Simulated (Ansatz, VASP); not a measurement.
Two plane-wave programs on As

Contents of INCAR:

```
PREC = Accurate ; ENCUT = 520
EDIFF = 1E-8 ; ISMEAR = -1
SIGMA = 0.05 ; LREAL = False
LASPH = True ; NELM = 80
ALGO = Normal ; ISIF = 2
LWAVE = False ; LCHARG = False
GGA = PS ; LEFG = True
NBANDS = 12
```

The input KPOINTS:

```
Automatic mesh
0
Gamma
  12 12 12
```

The input POSCAR:

```
As
1.0
    1.8774110887      1.0839237974      3.7043351684
   -1.8774110887      1.0839237974      3.7043351684
    0.0000000000     -2.1678475948      3.7043351684
As
2
Direct
    0.2244335900      0.2244335900      0.2244335900
    0.7755664100      0.7755664100      0.7755664100
```

Input for Ansatz:

```yaml
crystal:
  lattice:
    - [1.8774110887, 1.0839237974, 3.7043351684]
    - [-1.8774110887, 1.0839237974, 3.7043351684]
    - [0.0, -2.1678475948, 3.7043351684]
  atoms:
    - { symbol: As, position: [0.22443359, 0.22443359, 0.22443359] }
    - { symbol: As, position: [0.77556641, 0.77556641, 0.77556641] }
kpoints:
  mp_grid: { grid: [12, 12, 12] }
  band_path:
    path:
      - [0.0, 0.0, 0.0]
      - [0.5, 0.5, 0.5]
      - [0.776253106, 0.223746894, 0.5]
      - [0.5, -0.223746894, 0.223746894]
      - [0.5, 0.0, 0.0]
      - [0.0, 0.0, 0.0]
      - [0.361873447, -0.361873447, 0.0]
      - [0.638126553, 0.0, 0.361873447]
      - [0.5, 0.0, 0.5]
    npoints: 8
scf:
  occupations: { method: fermi_dirac, width: 0.05 }
hamiltonian:
  xc: pbesol
  pseudopotentials: { kind: paw }
output:
  forces: true
  stress: true
  eigenvalues: true
  efg: { contact_densities: true }
  populations: true
  bader: true
  dos: { projected: true, de: 0.2, e_range: [-14, 8] }
```

Alike in both runs: task electric field gradients; functional PBEsol; k mesh 12 × 12 × 12; occupations fermi-dirac, width 0.05 eV; no spin polarisation.

|  | VASP | Ansatz |
| --- | --- | --- |
| version | VASP 6.6.1 | Ansatz 0.2.0 |
| potentials or method | VASP PAW PBE potentials, release 64 (As) | PAW with Ansatz's default frozen-core files, scalar-relativistic |
| plane-wave cutoff (eV) | 520 | 420 |
| valence electrons in the cell | 10 | 30 |

```csv
,VASP,Ansatz,Ansatz less VASP
pressure (GPa),-1.0,-1.4,-0.37
"traceless stress, the component that is largest in VASP (GPa)",-0.70,-0.60,+0.102
rms of the force components (eV/Å),0.138,0.098,-0.0396
size of Vzz on the site where it differs most (V/Å²),51.3,54.8,+3.52
```

VASP's potentials were made for PBE, not for PBEsol. Atom by atom the forces differ by 0.040 eV/Å (rms over components). VASP's potentials hold 10 valence electrons a cell and Ansatz's 30, so a difference there can come from the potentials and not from the codes.
